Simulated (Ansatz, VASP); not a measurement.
**Cd: VASP beside Ansatz**

The input INCAR:

```
SYSTEM = Cd
PREC = Accurate
ENCUT = 520
EDIFF = 1E-7
ISMEAR = -1
SIGMA = 0.05
LREAL = .FALSE.
LASPH = .TRUE.
NELM = 80
ALGO = Normal
ISIF = 2
LWAVE = .FALSE.
LCHARG = .FALSE.
GGA = PE
NBANDS = 12
```

Contents of KPOINTS:

```
Automatic mesh
0
G
  17 17 17
  0 0 0
```

POSCAR

```
Cd
1.0
   -1.5999607334      1.5999607334      1.5999607334
    1.5999607334     -1.5999607334      1.5999607334
    1.5999607334      1.5999607334     -1.5999607334
Cd
1
Direct
    0.0000000000      0.0000000000      0.0000000000
```

Input for Ansatz:

```yaml
crystal:
  lattice:
    - [-1.5999607334, 1.5999607334, 1.5999607334]
    - [1.5999607334, -1.5999607334, 1.5999607334]
    - [1.5999607334, 1.5999607334, -1.5999607334]
  atoms:
    - { symbol: Cd, position: [0.0, 0.0, 0.0] }
kpoints:
  mp_grid: { grid: [17, 17, 17] }
scf:
  occupations: { method: fermi_dirac, width: 0.05 }
hamiltonian:
  xc: pbe
  pseudopotentials: { kind: all_electron, lapw: { basis_error: 0.001 } }
output:
  forces: true
  stress: true
  eigenvalues: true
  populations: true
```

Change from the starting cell: volume scaled by 0.7, LAPW.

Alike in both runs: task single point; functional PBE; k mesh 17 × 17 × 17; occupations fermi-dirac, width 0.05 eV; no spin polarisation.

|  | VASP | Ansatz |
| --- | --- | --- |
| version | VASP 6.6.1 | Ansatz 0.2.0 |
| potentials or method | VASP PAW PBE potentials, release 64 (Cd), cutoff 520 eV | all-electron LAPW, scalar-relativistic |

|  | VASP | Ansatz | Ansatz less VASP |
| --- | --- | --- | --- |
| pressure (GPa) | 38.7 | 37.5 | -1.25 |

Both programs put the cell under a high pressure, so it lies far from rest at this level. Ansatz ran all-electron here, and VASP with PAW potentials.
